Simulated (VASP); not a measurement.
# Ir (Fm-3m) in VASP: a series of runs

The runs below take Ir through single point, with r2SCANh.

Everything below comes from runs of VASP 6.6.1. Logs are shortened: lines on timing, memory, paths and dates and some standing lists are left out, and cuts for length are marked.

## (1) The cell of the first run

The structure is cubic, space group Fm-3m (No. 225). Conventional cell: a = 3.753 Å, b = 3.753 Å, c = 3.753 Å, α = 90.00°, β = 90.00°, γ = 90.00°. Within 3.5 Å of Ir (site symmetry m-3m) lie 12 Ir at 2.65 Å.

## (2) Single point, r2SCANh

The input, POSCAR:

```
Ir
1.0
    0.0000000000      1.8764951499      1.8764951499
    1.8764951499      0.0000000000      1.8764951499
    1.8764951499      1.8764951499      0.0000000000
Ir
1
Direct
    0.0000000000      0.0000000000      0.0000000000
```

The input, INCAR.step1:

```
SYSTEM = Ir
  ALGO = Normal
  EDIFF = 1E-5
  ENCUT = 520
  GGA = PE
  ISIF = 2
  ISMEAR = -1
  LASPH = .TRUE.
  LREAL = .FALSE.
  LWAVE = .TRUE.
  NBANDS = 10
  NELM = 80
  PREC = Accurate
  SIGMA = 0.05
```

The input, INCAR.step2:

```
SYSTEM = Ir
  AEXX = 0.1
  ALGO = Normal
  EDIFF = 1E-6
  ENCUT = 520
  ISIF = 2
  ISMEAR = -1
  ISTART = 1
  LASPH = .TRUE.
  LCHARG = .TRUE.
  LELF = .TRUE.
  LHFCALC = .TRUE.
  LMIXTAU = .TRUE.
  LREAL = .FALSE.
  LVHAR = .TRUE.
  LWAVE = .FALSE.
  METAGGA = R2SCAN
  NBANDS = 10
  NELM = 80
  PREC = Accurate
  PRECFOCK = Normal
  SIGMA = 0.05
```

The input, KPOINTS:

```
k-points
0
G
  6 6 6
  0 0 0
```

Potentials or basis: VASP PAW PBE potentials, release 64 (Ir).

The run is started by

```
$ cat potpaw_PBE.64/Ir/POTCAR > POTCAR
$ cp INCAR.step1 INCAR
$ mpirun -np 1 vasp_std > vasp.out
$ cp INCAR.step2 INCAR
$ mpirun -np 1 vasp_std > vasp.out
```

OUTCAR:

```text
SYSTEM = Ir
   AEXX = 0.1
   EDIFF = 1E-6
   ENCUT = 520
   ISIF = 2
   ISMEAR = -1
   ISTART = 1
   LASPH = .TRUE.
   LHFCALC = .TRUE.
   LREAL = .FALSE.
   METAGGA = R2SCAN
   NELM = 80
   PREC = Accurate
   PRECFOCK = Normal

 ion  position               nearest neighbor table
   1  0.000  0.000  0.000-

  LATTYP: Found a face centered cubic cell.
 ALAT       =     3.7529902998

  Lattice vectors:

 A1 = (   0.0000000000,   1.8764951499,   1.8764951499)
 A2 = (   1.8764951499,   0.0000000000,   1.8764951499)
 A3 = (   1.8764951499,   1.8764951499,   0.0000000000)

Analysis of symmetry for initial positions (statically):
[... 5 lines left out ...]
 face centered cubic supercell.

 Subroutine GETGRP returns: Found 48 space group operations
 (whereof 48 operations were pure point group operations)
 out of a pool of 48 trial point group operations.

The static configuration has the point symmetry O_h .

Analysis of symmetry for dynamics (positions and initial velocities):
[... 5 lines left out ...]
 face centered cubic supercell.

 Subroutine GETGRP returns: Found 48 space group operations
 (whereof 48 operations were pure point group operations)
 out of a pool of 48 trial point group operations.

The dynamic configuration has the point symmetry O_h .

 Subroutine INISYM returns: Found 48 space group operations
 (whereof 48 operations are pure point group operations),
 and found     1 'primitive' translations

----------------------------------------------------------------------------------------

                                     Primitive cell

  volume of cell :      13.2152

  direct lattice vectors                    reciprocal lattice vectors
     0.000000000  1.876495150  1.876495150    -0.266454193  0.266454193  0.266454193
     1.876495150  0.000000000  1.876495150     0.266454193 -0.266454193  0.266454193
     1.876495150  1.876495150  0.000000000     0.266454193  0.266454193 -0.266454193

  length of vectors
     2.653764891  2.653764891  2.653764891     0.461512199  0.461512199  0.461512199

  position of ions in fractional coordinates (direct lattice)
     0.000000000  0.000000000  0.000000000

  ion indices of the primitive-cell ions
   primitive index   ion index
                 1           1

----------------------------------------------------------------------------------------

 KPOINTS: k-points

Automatic generation of k-mesh.
 Grid dimensions read from file:
 generate k-points for:    6    6    6

 Generating k-lattice:

  Cartesian coordinates                     Fractional coordinates (reciprocal lattice)
    -0.044409032  0.044409032  0.044409032     0.166666667  0.000000000  0.000000000
     0.044409032 -0.044409032  0.044409032     0.000000000  0.166666667  0.000000000
     0.044409032  0.044409032 -0.044409032     0.000000000  0.000000000  0.166666667

  Length of vectors
     0.076918700  0.076918700  0.076918700

  Shift w.r.t. Gamma in fractional coordinates (k-lattice)
     0.000000000  0.000000000  0.000000000

 Subroutine IBZKPT returns following result:
 ===========================================

 Found     16 irreducible k-points:

 Following reciprocal coordinates:
[... 6 lines left out ...]
  0.333333  0.166667  0.000000     24.000000
[... 8 lines left out ...]
 -0.333333  0.333333  0.166667     24.000000
 -0.333333  0.500000  0.166667     12.000000
   k-points           NKPTS =     16   k-points in BZ     NKDIM =    216   number of bands    NBANDS=     10
   number of dos      NEDOS =    301   number of ions     NIONS =      1
   total plane-waves  NPLWV =   8000
   dimension x,y,z NGX =    20 NGY =   20 NGZ =   20
   dimension x,y,z NGXF=    40 NGYF=   40 NGZF=   40
   ions per type =               1
   NGX,Y,Z   is equivalent  to a cutoff of  12.53, 12.53, 12.53 a.u.
   NGXF,Y,Z  is equivalent  to a cutoff of  25.06, 25.06, 25.06 a.u.
 SYSTEM =  Ir
   PREC   = accura    normal or accurate (medium, high low for compatibility)
   ISTART =      1    job   : 0-new  1-cont  2-samecut
   ICHARG =      0    charge: 1-file 2-atom 10-const
   ISPIN  =      1    spin polarized calculation?
   LNONCOLLINEAR =      F non collinear calculations
   LSORBIT =      F    spin-orbit coupling
   LASPH  =      T    aspherical Exc in radial PAW
   ENCUT  =  520.0 eV  38.22 Ry    6.18 a.u.   4.93  4.93  4.93*2*pi/ulx,y,z
   NELM   =     80;   NELMIN=  2; NELMDL=  0     # of ELM steps
   EDIFF  = 0.1E-05   stopping-criterion for ELM
   LREAL  =      F    real-space projection
   EDIFFG = 0.1E-04   stopping-criterion for IOM
   NSW    =      0    number of steps for IOM
   IBRION =     -1    ionic relax: 0-MD 1-quasi-New 2-CG
   NFREE  =      0    steps in history (QN), initial steepest desc. (CG)
   ISIF   =      2    stress and relaxation
   ISYM   =      3    0-nonsym 1-usesym 2-fastsym
   POTIM  = 0.5000    time-step for ionic-motion
   TEBEG  =    0.0;   TEEND  =   0.0 temperature during run
   PSTRESS=    0.0 pullay stress
   NELECT =       9.0000    total number of electrons
   NUPDOWN=      -1.0000    fix difference up-down
   EMIN   =  10.00;   EMAX   =-10.00  energy-range for DOS
   EFERMI =   0.00;   METHOD = LEGACY
   ISMEAR =    -1;   SIGMA  =   0.05  broadening in eV -4-tet -1-fermi 0-gaus
   EFERMI_NEDOS =   21; number of points for ismear=-14 and -15
   IALGO  =     38    algorithm
   IMIX   =      1    mixing-type and parameters
     AMIX     =   0.40;   BMIX     =  1.00
     AMIX_MAG =   1.60;   BMIX_MAG =  1.00
  volume/ion in A,a.u.               =      13.22        89.18
  Fermi-wavevector in a.u.,A,eV,Ry     =   1.440340  2.721847 28.226348  2.074578
  Thomas-Fermi vector in A             =   2.559095
   LORBIT       =      0    0 simple, 1 ext, 2 COOP (PROOUT), +10 PAW based schemes
   METAGGA = R2SCAN    functional components
   LHFCALC =     T    Hartree Fock is set to
   PRECFOCK=normal    Normal, Fast or Accurate (Low or Medium for compatibility)
   ENCUT4O =  -1.0   cutoff for four orbital integrals eV
   NKREDX  =     1    reduce k-point grid by
   NKREDY  =     1    reduce k-point grid by
   NKREDZ  =     1    reduce k-point grid by
   AEXX    =    0.1000 exact exchange contribution
   HFSCREEN=    0.0000 screening length (either q_TF or 0.3 A-1)
   HFSCREENC=   0.0000 screening length for correlation (either q_TF or 0.3 A-1)
   ENCUTFOCK=  -1.0 apply spherical cutoff to Coloumb kernel
   IVDW    =     0    specifies the selected vdW correction
   LEPSILON=     F    determine dielectric tensor
   LRPA    =     F    only Hartree local field effects (RPA)
 non-spin polarized calculation
  energy-cutoff  :      520.00
  volume of cell :       13.22
 maximum number of plane-waves:       366
  NGX = 16; NGY = 16; NGZ = 16

 number of electron       9.0000000 magnetization

 Free energy of the ion-electron system (eV)
  ---------------------------------------------------
  ext. energy  EPLUGINS =         0.00000000
  ---------------------------------------------------
  free energy    TOTEN  =       -48.87018739 eV

  energy without entropy =      -48.86185032  energy(sigma->0) =      -48.86601886

 E-fermi :  10.6888     XC(G=0): -14.3937

 val. band max:       10.6115641932   @ k =   0.5000   0.3333   0.1667
 cond. band min:      11.1250520388   @ k =   0.3333   0.0000   0.0000
 fundamental gap:      0.5134878455
 Fermi energy:        10.6887927615

 k-point     1 :       0.0000    0.0000    0.0000
  band No.  band energies     occupation
      1      -1.6394      2.00000
      2       6.4071      2.00000
      3       6.4071      2.00000
      4       6.4071      2.00000
      5       9.5080      2.00000
      6       9.5080      2.00000
      7      26.7569      0.00000
      8      33.1135      0.00000
      9      33.1135      0.00000
     10      33.1135      0.00000

 k-point     2 :       0.1667    0.0000    0.0000
  band No.  band energies     occupation
      1      -0.3138      2.00000
      2       5.8467      2.00000
      3       6.8744      2.00000
      4       6.8744      2.00000
      5       9.3660      2.00000
      6       9.3660      2.00000
      7      28.6222      0.00000
      8      29.3777      0.00000
      9      35.3291      0.00000
     10      35.3291      0.00000

 k-point     3 :       0.3333    0.0000    0.0000
  band No.  band energies     occupation
      1       1.4970      2.00000
      2       6.5937      2.00000
      3       6.5937      2.00000
      4       7.0199      2.00000
      5      11.1251      0.00032
      6      11.1251      0.00032
      7      24.2698      0.00000
      8      28.4319      0.00000
      9      36.6209      0.00000
     10      36.6209      0.00000

 k-point     4 :       0.5000    0.0000    0.0000
  band No.  band energies     occupation
      1       1.5385      2.00000
      2       6.1922      2.00000
      3       6.1922      2.00000
      4      10.1788      1.99993
      5      12.5536      0.00000
      6      12.5536      0.00000
      7      20.2498      0.00000
      8      26.3582      0.00000
      9      33.3711      0.00000
     10      33.3712      0.00000
[... 118 lines left out ...]
 k-point    14 :       0.5000    0.3333    0.1667
  band No.  band energies     occupation
      1       3.6777      2.00000
      2       4.1785      2.00000
      3       5.5341      2.00000
      4       9.4964      2.00000
      5      10.6116      1.64826
      6      15.0319      0.00000
      7      24.6541      0.00000
      8      27.2174      0.00000
      9      30.0224      0.00000
     10      36.6341      0.00000

 k-point    15 :      -0.3333    0.3333    0.1667
  band No.  band energies     occupation
      1       4.0997      2.00000
      2       4.1804      2.00000
      3       5.9750      2.00000
      4       8.7047      2.00000
      5      12.2563      0.00000
      6      19.3451      0.00000
      7      19.4189      0.00000
      8      26.7931      0.00000
      9      28.3635      0.00000
     10      35.1733      0.00000

 k-point    16 :      -0.3333    0.5000    0.1667
  band No.  band energies     occupation
      1       2.8970      2.00000
      2       3.6462      2.00000
      3       7.4561      2.00000
      4       9.7907      2.00000
      5      13.3096      0.00000
      6      19.2968      0.00000
      7      21.5041      0.00000
      8      23.4868      0.00000
      9      26.4280      0.00000
     10      38.7086      0.00000

------------------------ aborting loop because EDIFF is reached ----------------------------------------

  FORCE on cell =-STRESS in cart. coord.  units (eV):
  Direction    XX          YY          ZZ          XY          YZ          ZX
  --------------------------------------------------------------------------------------
  -------------------------------------------------------------------------------------
  Total        2.7058880      2.7058880      2.7058880      0.0000000      0.0000000      0.0000000
  in kB      328.0560652    328.0560652    328.0560652      0.0000000      0.0000000      0.0000000
  external PRESSURE =     328.0560652 kB  Pullay stress =       0.0000000 kB

 VOLUME and BASIS-vectors are now :
 -----------------------------------------------------------------------------
  energy-cutoff  :      520.00
  volume of cell :       13.22
      direct lattice vectors                 reciprocal lattice vectors
     0.000000000  1.876495150  1.876495150    -0.266454193  0.266454193  0.266454193
     1.876495150  0.000000000  1.876495150     0.266454193 -0.266454193  0.266454193
     1.876495150  1.876495150  0.000000000     0.266454193  0.266454193 -0.266454193

 POSITION                                       TOTAL-FORCE (eV/Angst)
 -----------------------------------------------------------------------------------
      0.00000      0.00000      0.00000        -0.000000     -0.000000     -0.000000
 -----------------------------------------------------------------------------------
    total drift:                                0.000000      0.000000      0.000000

  FREE ENERGIE OF THE ION-ELECTRON SYSTEM (eV)
  ---------------------------------------------------
  free  energy   TOTEN  =       -48.8701873878 eV

  energy  without entropy=      -48.8618503235  energy(sigma->0) =      -48.86601886
```

Run time: 8.2 min. Hardware: 1 thread of Intel Xeon Platinum 8259CL at 2.50GHz (Skylake/Cascade Lake), shared host; peak memory 0.14 GiB.

Results:

```
Free energy : -48.8702 eV
Pressure    : 32.8 GPa
```

Caveat: the k points lie up to 0.48 Å⁻¹ apart; the PAW data sets were made with another functional, which shifts forces and pressure a little; spin-orbit coupling is left out, which moves the levels of the heavy elements.

(Part 1 of 2 ends here.)
